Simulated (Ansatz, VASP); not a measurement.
**CsI: VASP beside Ansatz**

```xyz
2
Lattice="4.5667 0.0228 0.0228 0.0228 4.5667 0.0228 0.0228 0.0228 4.5667" Properties=species:S:1:pos:R:3 pbc="T T T"
Cs    0.0000    0.0000    0.0000
I     2.3062    2.3062    2.3062
```

Change from the starting cell: equal xy, yz and zx shear strains of +1 %.

Alike in both runs: task single point; functional LDA; k mesh 7 × 7 × 7; occupations fermi-dirac, width 0.01 eV; no spin polarisation.

```csv
,VASP,Ansatz
version,VASP 6.6.1,Ansatz 0.2.0
potentials or method,"VASP PAW LDA potentials, release 64 (Cs_sv, I), cutoff 500 eV","all-electron LAPW, scalar-relativistic"
```

```csv
,VASP,Ansatz,Ansatz less VASP
gap on the k mesh at the Fermi level (eV),3.56,3.55,-0.009
pressure (GPa),-1.4,-1.4,-0.04
```

LDA's correlation is that of Perdew and Zunger in VASP and of Perdew and Wang (1992) in Ansatz. Ansatz ran all-electron here, and VASP with PAW potentials.

Neither program's run includes spin-orbit coupling.
